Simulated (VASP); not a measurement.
# BN (F-43m) in VASP: vibrations by perturbation theory with PBE

Aim: the vibrations by perturbation theory of BN with PBE.

All numbers are computed with VASP 6.6.1; they aren't measurements. Logs are shortened: lines on timing, memory, paths and dates and some standing lists are left out, and cuts for length are marked.

## 1. The cell of the first run

The structure is cubic, space group F-43m (No. 216). The conventional cell has a = 3.516 Å, b = 3.516 Å, c = 3.516 Å, α = 90.00°, β = 90.00°, γ = 90.00°. Within 2.0 Å of B (site symmetry -43m) lie 4 N at 1.52 Å. N (site symmetry -43m) has 4 B at 1.52 Å within 2.0 Å.

## 2. Vibrations by perturbation theory, PBE

Input file INCAR:

```
PREC = Accurate ; ENCUT = 520
EDIFF = 1E-8 ; ISMEAR = 0
SIGMA = 0.01 ; LREAL = F
LASPH = T ; NELM = 100
ALGO = Normal ; ISIF = 2
LWAVE = F ; LCHARG = F
GGA = PE ; IBRION = 8
NSW = 1 ; LEPSILON = T
```

Input file KPOINTS:

```
regular mesh
0
Gamma
  12 12 12
```

Input file POSCAR:

```
BN
1.0
    1.2431747582      0.7177472813      2.0301317747
   -1.2431747582      0.7177472813      2.0301317747
    0.0000000000     -1.4354945626      2.0301317747
B N
1 1
Direct
    1.0412145050      1.0412145050      1.0412145050
    0.2912184950      0.2912184950      0.2912184950
```

Potentials or basis: VASP PAW PBE potentials, release 64 (B, N).

The run is started by

```sh
cat potpaw_PBE.64/B/POTCAR potpaw_PBE.64/N/POTCAR > POTCAR
mpirun -np 1 vasp_std > vasp.out
```

OUTCAR:

```text
PREC = Accurate
   ENCUT = 520
   EDIFF = 1E-8
   ISMEAR = 0
   LREAL = F
   LASPH = T
   NELM = 100
   ISIF = 2
   GGA = PE
   IBRION = 8
   NSW = 1
   LEPSILON = T

 ion  position               nearest neighbor table
   1  0.041  0.041  0.041-   2 1.52   2 1.52   2 1.52   2 1.52
   2  0.291  0.291  0.291-   1 1.52   1 1.52   1 1.52   1 1.52

  LATTYP: Found a trigonal (rhomboedric) cell.
 ALAT       =     2.4863788251
 COS(alpha) =     0.5000117876

  Lattice vectors:

 A1 = (   1.2431747582,   0.7177472813,   2.0301317747)
 A2 = (  -1.2431747582,   0.7177472813,   2.0301317747)
 A3 = (   0.0000000000,  -1.4354945626,   2.0301317747)

Analysis of symmetry for initial positions (statically):
=====================================================================
 Subroutine PRICEL returns:
 Original cell was already a primitive cell.

 Routine SETGRP: Setting up the symmetry group for a
 trigonal (rhombohedral) supercell.

 Subroutine GETGRP returns: Found  6 space group operations
 (whereof  6 operations were pure point group operations)
 out of a pool of 12 trial point group operations.

The static configuration has the point symmetry C_3v.

Analysis of symmetry for dynamics (positions and initial velocities):
=====================================================================
 Subroutine PRICEL returns:
 Original cell was already a primitive cell.

 Routine SETGRP: Setting up the symmetry group for a
 trigonal (rhombohedral) supercell.

 Subroutine GETGRP returns: Found  6 space group operations
 (whereof  6 operations were pure point group operations)
 out of a pool of 12 trial point group operations.

The dynamic configuration has the point symmetry C_3v.

 Subroutine INISYM returns: Found  6 space group operations
[... 507 lines left out ...]
     3.61956  0.00000  0.00000
    -0.00000  3.61956  0.00000
     0.00000  0.00000 -7.21263

 MACROSCOPIC STATIC DIELECTRIC TENSOR (including local field effects in DFT)
 ------------------------------------------------------
           4.531860     0.000000     0.000000
           0.000000     4.531860    -0.000000
           0.000000     0.000000     4.532020
 ------------------------------------------------------

 PIEZOELECTRIC TENSOR (including local field effects)  for field in x, y, z        (e  Angst)
          XX          YY          ZZ          XY          YZ          ZX
  --------------------------------------------------------------------------------
  x     0.00000     0.00000     0.00000     0.57574     0.00000     0.40725
  y     0.57574    -0.57574     0.00000     0.00000     0.40725     0.00000
  z     0.40643     0.40643    -0.81349     0.00000    -0.00000    -0.00000

 PIEZOELECTRIC TENSOR (including local field effects)  for field in x, y, z        (C/m^2)
          XX          YY          ZZ          XY          YZ          ZX
  --------------------------------------------------------------------------------
  x     0.00000     0.00000     0.00000     0.84870     0.00000     0.60034
  y     0.84870    -0.84870     0.00000     0.00000     0.60034     0.00000
  z     0.59913     0.59913    -1.19917     0.00000    -0.00000    -0.00000

 BORN EFFECTIVE CHARGES (including local field effects) (in |e|, cummulative output)
 ---------------------------------------------------------------------------------
 ion    1
    1     1.86807     0.00000     0.00000
    2     0.00000     1.86807     0.00000
    3     0.00000     0.00000     1.86775
 ion    2
    1    -1.86807     0.00000     0.00000
    2     0.00000    -1.86807     0.00000
    3     0.00000     0.00000    -1.86775

 INTERNAL STRAIN TENSOR FOR ION    2 for displacements in x,y,z  (eV/Angst):
          X           Y           Z          XY          YZ          ZX
  --------------------------------------------------------------------------------
  x     0.00000     0.00000     0.00000     5.07873     0.00000     3.62235
  y     5.07873    -5.07873     0.00000    -0.00000     3.54595     0.00000
  z     3.61956     3.61956    -7.21263     0.00000     0.00000     0.00000

 SECOND DERIVATIVES (NOT SYMMETRIZED)
 ------------------------------------
               1X          1Y          1Z          2X          2Y          2Z
  1X   -29.570137   -0.000000    0.000000   29.570137    0.000000   -0.000000
  1Y     0.000000  -29.570137    0.000000    0.000000   29.570137    0.000000
  1Z     0.000000    0.000000  -29.575554    0.000000    0.000000   29.575554
  2X    29.575068    0.000000   -0.000000  -29.575068    0.000000    0.000000
  2Y     0.000000   29.575068    0.000000    0.000000  -29.575068    0.000000
  2Z     0.000000    0.000000   29.585565    0.000000    0.000000  -29.585565

 Eigenvectors and eigenvalues of the dynamical matrix
 ----------------------------------------------------

   1 f  =   34.424498 THz   216.295502 2PiTHz 1148.277663 cm-1   142.368221 meV
             X         Y         Z           dx          dy          dz
      0.000000  0.000000  0.251013    -0.000000    0.000000    0.751133
      0.000000  0.000000  1.773636     0.000000    0.000000   -0.660151
[... 21 lines left out ...]
   6 f/i=    0.002889 THz     0.018150 2PiTHz    0.096354 cm-1     0.011946 meV
             X         Y         Z           dx          dy          dz
      0.000000  0.000000  0.251013     0.000000    0.000000   -0.660151
      0.000000  0.000000  1.773636    -0.000000    0.000000   -0.751133

--------------------------------------------------------------------------------------------------------

 MACROSCOPIC STATIC DIELECTRIC TENSOR IONIC CONTRIBUTION
 ------------------------------------------------------
           1.964650    -0.000000     0.000000
          -0.000000     1.964650    -0.000000
           0.000000    -0.000000     1.963439
 ------------------------------------------------------

 ELASTIC MODULI CONTR FROM IONIC RELAXATION (kBar)
 Direction    XX          YY          ZZ          XY          YZ          ZX
 --------------------------------------------------------------------------------
 XX        -189.0512     62.2831    126.4722      0.0000    -84.9951      0.0000
 YY          62.2831   -189.0512    126.4722     -0.0000     84.9951     -0.0000
 ZZ         126.4722    126.4722   -252.3540     -0.0000     -0.0000     -0.0000
 XY           0.0000     -0.0000     -0.0000   -125.6671      0.0000    -92.2815
 YZ         -84.9951     84.9951     -0.0000      0.0000    -57.4865      0.0000
 ZX           0.0000     -0.0000     -0.0000    -92.2815      0.0000    -67.7653
 --------------------------------------------------------------------------------

 PIEZOELECTRIC TENSOR IONIC CONTR  for field in x, y, z        (C/m^2)
          XX          YY          ZZ          XY          YZ          ZX
  --------------------------------------------------------------------------------
  x     0.00000    -0.00000    -0.00000    -0.46755     0.00000    -0.34334
  y    -0.46755     0.46755    -0.00000     0.00000    -0.31623     0.00000
  z    -0.33195    -0.33195     0.66235    -0.00000     0.00000    -0.00000
```

OSZICAR:

```text
N       E                     dE             d eps       ncg     rms          rms(c)
DAV:   1     0.585153199630E+01    0.58515E+01   -0.49616E+03  3256   0.952E+02
DAV:   2    -0.182671010088E+02   -0.24119E+02   -0.23136E+02  4080   0.167E+02
DAV:   3    -0.184319628048E+02   -0.16486E+00   -0.16486E+00  3632   0.168E+01
DAV:   4    -0.184321026682E+02   -0.13986E-03   -0.13986E-03  4024   0.400E-01
[... 167 lines left out ...]
RMM:   7    -0.232723394252E+00    0.55701E-05   -0.19933E-07  4990   0.924E-04    0.760E-05
RMM:   8    -0.232723884582E+00   -0.49033E-06    0.33458E-08  4541   0.994E-05    0.333E-05
RMM:   9    -0.232723746796E+00    0.13779E-06    0.30681E-08  5147   0.536E-05    0.193E-06
RMM:  10    -0.232723758312E+00   -0.11516E-07    0.45350E-10  4630   0.386E-06    0.745E-07
RMM:  11    -0.232723761897E+00   -0.35857E-08    0.60253E-12  4079   0.178E-06    0.449E-07
 Linear response finished
```

stdout:

```text
POSCAR found type information on POSCAR B N
 POSCAR found :  2 types and       2 ions
 scaLAPACK will be used
 -----------------------------------------------------------------------------
|                                                                             |
|           W    W    AA    RRRRR   N    N  II  N    N   GGGG   !!!           |
[... 63 lines left out ...]
 first order change of Fermi-energy   0.50410E-05
 force on displaced ion       2 direction 1 : -29.575  -0.000   0.000
 Born effective charge ion    2 direction 1 :  -1.868   0.000  -0.000
 Linear response progress:
 first order change of Fermi-energy   0.13926E+02
 force on displaced ion       2 direction 3 :   0.000   0.000 -29.586
 Born effective charge ion    2 direction 3 :   0.000  -0.000  -1.868
 Born effective charges drift removed
 Linear response finished
```

Run time: 10 min. Hardware: 1 thread of Intel Xeon 8259CL, shared host; peak memory 0.31 GiB.

Results:

```
Electronic dielectric tensor (diagonal)                 : 4.53
Born charges (mean of the diagonal)                     : B +1.87; N -1.87 e
Highest phonon frequency at Γ, LO-TO splitting left out : 1148 cm⁻¹
```

Phonon frequencies in cm⁻¹ (negative: imaginary):
```tsv
q point	frequencies
(0.000, 0.000, 0.000)	0 0 0 1148 1148 1148
```

Electronic dielectric tensor:
```
4.53 0.00 0.00
0.00 4.53 0.00
0.00 0.00 4.53
```

Born effective charge tensors (e):
atom 1, B
```
1.87 0.00 0.00
0.00 1.87 0.00
0.00 0.00 1.87
```
atom 2, N
```
-1.87  0.00  0.00
 0.00 -1.87  0.00
 0.00  0.00 -1.87
```

Caveat: the cell stands under pressure or tension, which shifts response properties.
